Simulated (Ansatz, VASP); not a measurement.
# Cu2O: VASP beside Ansatz

Contents of INCAR:

```
SYSTEM = Cu2O
  PREC = Accurate
  ENCUT = 600
  EDIFF = 1E-6
  ISMEAR = 0
  SIGMA = 0.02
  LREAL = .FALSE.
  LASPH = .TRUE.
  NELM = 120
  ALGO = Normal
  ISIF = 2
  LWAVE = .FALSE.
  LCHARG = .FALSE.
  GGA = PE
  NBANDS = 37
  GGA_COMPAT = .FALSE.
```

KPOINTS

```
Automatic mesh
0
G
  8 8 8
  0 0 0
```

POSCAR

```
Cu2O
1.0
    4.2982410474      0.0000000000      0.0000000000
    0.0000000000      4.2982410474      0.0000000000
    0.0000000000      0.0000000000      4.4271882788
Cu O
4 2
Direct
    0.2500000000      0.2500000000      0.2500000000
    0.2500000000      0.7500000000      0.7500000000
    0.7500000000      0.7500000000      0.2500000000
    0.7500000000      0.2500000000      0.7500000000
    0.0000000000      0.0000000000      0.0000000000
    0.5000000000      0.5000000000      0.5000000000
```

Input for Ansatz:

```yaml
crystal:
  lattice:
    - [4.2982410474, 0.0, 0.0]
    - [0.0, 4.2982410474, 0.0]
    - [0.0, 0.0, 4.4271882788]
  atoms:
    - { symbol: Cu, position: [0.25, 0.25, 0.25] }
    - { symbol: Cu, position: [0.25, 0.75, 0.75] }
    - { symbol: Cu, position: [0.75, 0.75, 0.25] }
    - { symbol: Cu, position: [0.75, 0.25, 0.75] }
    - { symbol: O, position: [0.0, 0.0, 0.0] }
    - { symbol: O, position: [0.5, 0.5, 0.5] }
basis:
  ecutwfc: 420
kpoints:
  mp_grid: { grid: [8, 8, 8] }
hamiltonian:
  xc: pbe
scf:
  occupations: { method: gaussian, width: 0.02 }
output:
  forces: true
  stress: true
  eigenvalues: true
```

Change from the starting cell: strain along c alone, the other axes held, atoms relaxed: +3.0 %.

Alike in both runs: task single point; functional PBE; k mesh 8 × 8 × 8; occupations gaussian, width 0.02 eV; no spin polarisation.

|  | VASP | Ansatz |
| --- | --- | --- |
| version | VASP 6.6.1 | Ansatz 0.2.0 |
| potentials or method | VASP PAW PBE potentials, release 64 (Cu, O), cutoff 600 eV | scalar-relativistic, plane waves, PAW |
| valence electrons in the cell | 56 | 88 |

|  | VASP | Ansatz | Ansatz less VASP |
| --- | --- | --- | --- |
| gap on the k mesh at the Fermi level (eV) | 0.39 | 0.39 | -0.004 |
| least direct gap on the mesh (eV) | 0.39 | 0.39 | -0.004 |
| pressure (GPa) | -2.5 | -3.1 | -0.56 |
| traceless stress, the component that is largest in VASP (GPa) | -0.41 | -0.44 | -0.035 |

VASP's potentials hold 56 valence electrons a cell and Ansatz's 88, so a difference there can come from the potentials and not from the codes.
